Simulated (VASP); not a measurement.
# Ge (I4_1/amd) in VASP: a series of runs

Runs on Ge. Level: PBEsol. Tasks: relaxation of the atoms.

Everything below comes from runs of VASP 6.6.1. Logs are shortened: lines on timing, memory, paths and dates and some standing lists are left out, and cuts for length are marked.

**1. The cell of the first run**

The structure is tetragonal, space group I4_1/amd (No. 141). Conventional cell: a = 4.023 Å, b = 4.023 Å, c = 5.619 Å, α = 90.00°, β = 90.00°, γ = 90.00°. Ge (site symmetry -4m2) has 4 Ge at 2.45 Å within 3.2 Å.

**2. Relaxation of the atoms, PBEsol (strained cell)**

INCAR reads:

```
SYSTEM = Ge
PREC     = Accurate       ! precision mode
ENCUT    = 450            ! plane-wave cutoff, eV
EDIFF    = 1E-7           ! SCF threshold, eV
ISMEAR   = 0              ! smearing method
SIGMA    = 0.1            ! smearing width, eV
LREAL    = .FALSE.        ! projectors in reciprocal space
LASPH    = .TRUE.         ! aspherical terms in the spheres
NELM     = 120            ! most SCF steps
ALGO     = Normal         ! electronic algorithm
ISIF     = 2              ! what is computed and relaxed
LWAVE    = .FALSE.        ! write WAVECAR
LCHARG   = .FALSE.        ! write CHGCAR
GGA      = PS             ! functional
IBRION   = 2              ! ionic algorithm
NSW      = 60             ! ionic steps
EDIFFG   = -0.002         ! ionic threshold
GGA_COMPAT= .FALSE.      
NELMIN   = 4
```

KPOINTS reads:

```
Automatic mesh
0
G
  12 12 12
  0 0 0
```

POSCAR reads:

```
Ge
1.0
    0.0000000000      2.8449600543      2.8094867369
    2.8449600543      0.0000000000      2.8094867369
    2.8449600543      2.8449600543      0.0000000000
Ge
2
Direct
    0.0000000000      0.0000000000      0.0000000000
    0.2500000000      0.2500000000      0.2500000000
```

Potentials or basis: VASP PAW PBE potentials, release 64 (Ge_d).

On the command line:

```bash
$ cat potpaw_PBE.64/Ge_d/POTCAR > POTCAR
$ mpirun -np 1 vasp_std > vasp.out
```

OUTCAR:

```text
SYSTEM = Ge
   PREC = Accurate
   ENCUT = 450
   EDIFF = 1E-7
   ISMEAR = 0
   LREAL = .FALSE.
   LASPH = .TRUE.
   NELM = 120
   ISIF = 2
   GGA = PS
   IBRION = 2
   NSW = 60
   EDIFFG = -0.002
   NELMIN = 4

 ion  position               nearest neighbor table
   1  0.000  0.000  0.000-   2 2.45   2 2.45   2 2.45   2 2.45
   2  0.250  0.250  0.250-   1 2.45   1 2.45   1 2.45   1 2.45

  LATTYP: Found a body centered tetragonal cell.
 ALAT       =     4.0233810932
 C/A-ratio  =     1.3965799768

  Lattice vectors:

 A1 = (   0.0000000000,  -2.8449600543,  -2.8094867369)
 A2 = (   0.0000000000,   2.8449600543,  -2.8094867369)
 A3 = (   2.8449600543,   0.0000000000,   2.8094867369)

Analysis of symmetry for initial positions (statically):
=====================================================================
 Subroutine PRICEL returns:
 Original cell was already a primitive cell.

 Routine SETGRP: Setting up the symmetry group for a
 body centered tetragonal supercell.

 Subroutine GETGRP returns: Found 16 space group operations
 (whereof  8 operations were pure point group operations)
 out of a pool of 16 trial point group operations.

The static configuration has the point symmetry D_2d.
 The point group associated with its full space group is D_4h.

Analysis of symmetry for dynamics (positions and initial velocities):
=====================================================================
 Subroutine PRICEL returns:
 Original cell was already a primitive cell.

 Routine SETGRP: Setting up the symmetry group for a
 body centered tetragonal supercell.

 Subroutine GETGRP returns: Found 16 space group operations
 (whereof  8 operations were pure point group operations)
 out of a pool of 16 trial point group operations.

The dynamic configuration has the point symmetry D_2d.
 The point group associated with its full space group is D_4h.

 Subroutine INISYM returns: Found 16 space group operations
 (whereof  8 operations are pure point group operations),
 and found     1 'primitive' translations

----------------------------------------------------------------------------------------

                                     Primitive cell

  volume of cell :      45.4788

  direct lattice vectors                    reciprocal lattice vectors
     0.000000000  2.844960054  2.809486737    -0.175749392  0.175749392  0.177968450
     2.844960054  0.000000000  2.809486737     0.175749392 -0.175749392  0.177968450
     2.844960054  2.844960054  0.000000000     0.175749392  0.175749392 -0.177968450

  length of vectors
     3.998376350  3.998376350  4.023381093     0.305693420  0.305693420  0.305693420

  position of ions in fractional coordinates (direct lattice)
     0.000000000  0.000000000  0.000000000
     0.250000000  0.250000000  0.250000000

  ion indices of the primitive-cell ions
   primitive index   ion index
                 1           1
                 2           2

----------------------------------------------------------------------------------------

 KPOINTS: Automatic mesh

Automatic generation of k-mesh.
 Grid dimensions read from file:
 generate k-points for:   12   12   12

 Generating k-lattice:

  Cartesian coordinates                     Fractional coordinates (reciprocal lattice)
    -0.014645783  0.014645783  0.014830704     0.083333333  0.000000000  0.000000000
     0.014645783 -0.014645783  0.014830704     0.000000000  0.083333333  0.000000000
     0.014645783  0.014645783 -0.014830704     0.000000000  0.000000000  0.083333333

  Length of vectors
     0.025474452  0.025474452  0.025474452

  Shift w.r.t. Gamma in fractional coordinates (k-lattice)
     0.000000000  0.000000000  0.000000000

 Subroutine IBZKPT returns following result:
 ===========================================

 Found    163 irreducible k-points:

 Following reciprocal coordinates:
            Coordinates               Weight
  0.000000  0.000000  0.000000      1.000000
  0.083333  0.000000  0.000000      8.000000
  0.166667  0.000000  0.000000      8.000000
  0.250000 -0.000000  0.000000      8.000000
  0.333333  0.000000  0.000000      8.000000
  0.416667  0.000000  0.000000      8.000000
[... 16 lines left out ...]
  0.500000  0.166667  0.000000      8.000000
 -0.416667  0.166667  0.000000      8.000000
 [... further k-points ...]
   k-points           NKPTS =    163   k-points in BZ     NKDIM =    163   number of bands    NBANDS=     18
   number of dos      NEDOS =    301   number of ions     NIONS =      2
   total plane-waves  NPLWV =  21952
   dimension x,y,z NGX =    28 NGY =   28 NGZ =   28
   dimension x,y,z NGXF=    56 NGYF=   56 NGZF=   56
   ions per type =               2
   NGX,Y,Z   is equivalent  to a cutoff of  11.64, 11.64, 11.57 a.u.
   NGXF,Y,Z  is equivalent  to a cutoff of  23.28, 23.28, 23.14 a.u.
 SYSTEM =  Ge
   PREC   = accura    normal or accurate (medium, high low for compatibility)
   ISTART =      0    job   : 0-new  1-cont  2-samecut
   ICHARG =      2    charge: 1-file 2-atom 10-const
   ISPIN  =      1    spin polarized calculation?
   LNONCOLLINEAR =      F non collinear calculations
   LSORBIT =      F    spin-orbit coupling
   LASPH  =      T    aspherical Exc in radial PAW
   ENCUT  =  450.0 eV  33.07 Ry    5.75 a.u.   6.92  6.92  6.96*2*pi/ulx,y,z
   NELM   =    120;   NELMIN=  4; NELMDL= -5     # of ELM steps
   EDIFF  = 0.1E-06   stopping-criterion for ELM
   LREAL  =      F    real-space projection
   EDIFFG = -.2E-02   stopping-criterion for IOM
   NSW    =     60    number of steps for IOM
   IBRION =      2    ionic relax: 0-MD 1-quasi-New 2-CG
   NFREE  =      1    steps in history (QN), initial steepest desc. (CG)
   ISIF   =      2    stress and relaxation
   ISYM   =      2    0-nonsym 1-usesym 2-fastsym
   POTIM  = 0.5000    time-step for ionic-motion
   TEBEG  =    0.0;   TEEND  =   0.0 temperature during run
   PSTRESS=    0.0 pullay stress
   NELECT =      28.0000    total number of electrons
   NUPDOWN=      -1.0000    fix difference up-down
   EMIN   =  10.00;   EMAX   =-10.00  energy-range for DOS
   EFERMI =   0.00;   METHOD = LEGACY
   ISMEAR =     0;   SIGMA  =   0.10  broadening in eV -4-tet -1-fermi 0-gaus
   EFERMI_NEDOS =   21; number of points for ismear=-14 and -15
   IALGO  =     38    algorithm
   IMIX   =      4    mixing-type and parameters
     AMIX     =   0.40;   BMIX     =  1.00
     AMIX_MAG =   1.60;   BMIX_MAG =  1.00
  volume/ion in A,a.u.               =      22.74       153.45
  Fermi-wavevector in a.u.,A,eV,Ry     =   1.392701  2.631822 26.390060  1.939615
  Thomas-Fermi vector in A             =   2.516418
   LORBIT       =      0    0 simple, 1 ext, 2 COOP (PROOUT), +10 PAW based schemes
   GGA     = PS    functional components
   LHFCALC =     F    Hartree Fock is set to
   AEXX    =    0.0000 exact exchange contribution
   IVDW    =     0    specifies the selected vdW correction
   LEPSILON=     F    determine dielectric tensor
   LRPA    =     F    only Hartree local field effects (RPA)
 conjugate gradient relaxation of ions
 non-spin polarized calculation
 Gauss-broadening in eV      SIGMA  =   0.10
  energy-cutoff  :      450.00
  volume of cell :       45.48
 maximum number of plane-waves:      1002
   NGX = 13   NGY = 13   NGZ = 13

 number of electron      27.9999982 magnetization

 Free energy of the ion-electron system (eV)
  ---------------------------------------------------
  ext. energy  EPLUGINS =         0.00000000
  ---------------------------------------------------
  free energy    TOTEN  =        -9.87163064 eV

  energy without entropy =       -9.87139345  energy(sigma->0) =       -9.87151204

 E-fermi :   4.8367     XC(G=0): -10.1079

 val. band max:        4.7856211308   @ k =   0.0000   0.0000   0.0000
 cond. band min:       4.8811292241   @ k =   0.0000   0.0000   0.0000
 fundamental gap:      0.0955080933
 Fermi energy:         4.8367285743

 k-point     1 :       0.0000    0.0000    0.0000
  band No.  band energies     occupation
      1     -19.9411      2.00000
      2     -19.9380      2.00000
      3     -19.9380      2.00000
      4     -19.9035      2.00000
      5     -19.9025      2.00000
      6     -19.6951      2.00000
[... 10 lines left out ...]
     17       7.3689      0.00000
     18       7.3689      0.00000

 k-point     2 :       0.0833    0.0000    0.0000
  band No.  band energies     occupation
      1     -19.9445      2.00000
      2     -19.9423      2.00000
      3     -19.9378      2.00000
      4     -19.8977      2.00000
      5     -19.8968      2.00000
      6     -19.7008      2.00000
[... 10 lines left out ...]
     17       7.5898      0.00000
     18       7.7354      0.00000

 k-point     3 :       0.1667    0.0000    0.0000
  band No.  band energies     occupation
      1     -19.9520      2.00000
      2     -19.9499      2.00000
      3     -19.9349      2.00000
      4     -19.8861      2.00000
      5     -19.8854      2.00000
      6     -19.7111      2.00000
[... 10 lines left out ...]
     17       8.0492      0.00000
     18       8.9145      0.00000

 k-point     4 :       0.2500   -0.0000    0.0000
  band No.  band energies     occupation
      1     -19.9585      2.00000
      2     -19.9559      2.00000
      3     -19.9306      2.00000
      4     -19.8748      2.00000
      5     -19.8744      2.00000
      6     -19.7200      2.00000
[... 375 lines left out ...]
      4     -19.8568      2.00000
      5     -19.8383      2.00000
      6     -19.7685      2.00000
[... 10 lines left out ...]
     17       9.9551      0.00000
     18       9.9988      0.00000

 k-point    23 :       0.5000    0.1667    0.0000
  band No.  band energies     occupation
      1     -19.9805      2.00000
      2     -19.9652      2.00000
      3     -19.9036      2.00000
      4     -19.8478      2.00000
      5     -19.8418      2.00000
      6     -19.7616      2.00000
[... 10 lines left out ...]
     17       9.7234      0.00000
     18      11.0540      0.00000

 k-point    24 :      -0.4167    0.1667    0.0000
  band No.  band energies     occupation
      1     -19.9812      2.00000
      2     -19.9677      2.00000
      3     -19.8984      2.00000
      4     -19.8505      2.00000
      5     -19.8415      2.00000
      6     -19.7481      2.00000
[... 10 lines left out ...]
     17       9.4778      0.00000
     18      12.2492      0.00000

 [... further k-points ...]
[... 5 lines left out ...]
  --------------------------------------------------------------------------------------
  -------------------------------------------------------------------------------------
  Total       -0.0920826     -0.0920826      0.1536659      0.0000000      0.0000000      0.0000000
  in kB       -3.2439853     -3.2439853      5.4135068      0.0000000      0.0000000      0.0000000
  external PRESSURE =      -0.3581546 kB  Pullay stress =       0.0000000 kB

 VOLUME and BASIS-vectors are now :
 -----------------------------------------------------------------------------
  energy-cutoff  :      450.00
  volume of cell :       45.48
      direct lattice vectors                 reciprocal lattice vectors
     0.000000000  2.844960054  2.809486737    -0.175749392  0.175749392  0.177968450
     2.844960054  0.000000000  2.809486737     0.175749392 -0.175749392  0.177968450
     2.844960054  2.844960054  0.000000000     0.175749392  0.175749392 -0.177968450

 POSITION                                       TOTAL-FORCE (eV/Angst)
 -----------------------------------------------------------------------------------
      0.00000      0.00000      0.00000        -0.000000      0.000000     -0.000000
      1.42248      1.42248      1.40474         0.000000      0.000000      0.000000
 -----------------------------------------------------------------------------------
    total drift:                                0.000000      0.000000      0.000000

  FREE ENERGIE OF THE ION-ELECTRON SYSTEM (eV)
  ---------------------------------------------------
  free  energy   TOTEN  =        -9.8716306354 eV

  energy  without entropy=       -9.8713934476  energy(sigma->0) =       -9.87151204

 reached required accuracy - stopping structural energy minimisation
```

Wall time 2.2 min (1 thread of Intel Xeon 8259CL, shared host); peak memory 0.22 GiB.

Results:

| Property | Result |
| --- | --- |
| Free energy | -9.8716 eV |
| Pressure after relaxing | 0.0 GPa |
| Band gap on the k mesh | 0.10 eV, direct |

Final structure:
```
Ge
1.0
     0.00000    2.84496    2.80949
     2.84496    0.00000    2.80949
     2.84496    2.84496    0.00000
Ge
2
Direct
  0.00000 0.00000 0.00000
  0.25000 0.25000 0.25000
```

Caveat: the cell differs from its parent crystal (strained cell); the relaxation stopped at its first step, so nothing moved; the PAW data sets were made with another functional, which shifts forces and pressure a little.

**3. Relaxation of the atoms, PBEsol (strained cell)**

INCAR reads:

```
PREC = Accurate
ENCUT = 450
EDIFF = 1E-7
ISMEAR = 0
SIGMA = 0.1
LREAL = F
LASPH = T
NELM = 120
ALGO = Normal
ISIF = 2
LWAVE = F
LCHARG = F
GGA = PS
IBRION = 2
NSW = 60
EDIFFG = -0.002
GGA_COMPAT = F
NELMIN = 4
```

KPOINTS reads:

```
Automatic mesh
0
Gamma
  12 12 12
```

POSCAR reads:

```
Ge
1.0
    0.0000000000      2.8460064837      2.8094867369
    2.8460064837      0.0000000000      2.8094867369
    2.8460064837      2.8460064837      0.0000000000
Ge
2
Direct
    0.0000000000      0.0000000000      0.0000000000
    0.2500000000      0.2500000000      0.2500000000
```

Potentials or basis: VASP PAW PBE potentials, release 64 (Ge_d).

On the command line:

```bash
$ cat potpaw_PBE.64/Ge_d/POTCAR > POTCAR
$ mpirun -np 1 vasp_std > vasp.out
```

It took 2.4 min on 1 thread of Intel Xeon 8259CL, shared host; peak memory 0.22 GiB.

The run converged. Its results:

```yaml
Free_energy: -9.8716 eV
Pressure_after_relaxing: -0.1 GPa
Band_gap_on_the_k_mesh: 0.10 eV, direct
```

Stress tensor (GPa, compression positive):
```
-0.38  0.00  0.00
 0.00 -0.38  0.00
 0.00  0.00  0.51
```

Final structure:
```
Ge
1.0
     0.00000    2.84601    2.80949
     2.84601    0.00000    2.80949
     2.84601    2.84601    0.00000
Ge
2
Direct
  0.00000 0.00000 0.00000
  0.25000 0.25000 0.25000
```

Levels at points of the mesh, in eV from the valence-band top:
| k point | band 10 | band 11 | band 12 | band 13 | band 14 | band 15 | band 16 | band 17 | band 18 |
| --- | --- | --- | --- | --- | --- | --- | --- | --- | --- |
| (0.00, 0.00, 0.00) | -24.46 | -12.72 | -0.02 | 0.00 | 0.00 | 0.10 | 2.52 | 2.58 | 2.58 |
| (0.50, 0.00, 0.00) | -24.44 | -10.64 | -7.57 | -1.42 | -1.31 | 0.14 | 3.70 | 3.79 | 7.00 |
| (0.50, 0.50, 0.00) | -24.43 | -8.81 | -8.81 | -3.10 | -3.10 | 0.64 | 0.64 | 9.49 | 9.49 |
| (0.50, 0.00, 0.50) | -24.42 | -8.87 | -8.87 | -3.01 | -3.01 | 0.74 | 0.74 | 9.47 | 9.47 |

Caveat: the cell differs from its parent crystal (strained cell); the relaxation stopped at its first step, so nothing moved; the PAW data sets were made with another functional, which shifts forces and pressure a little.
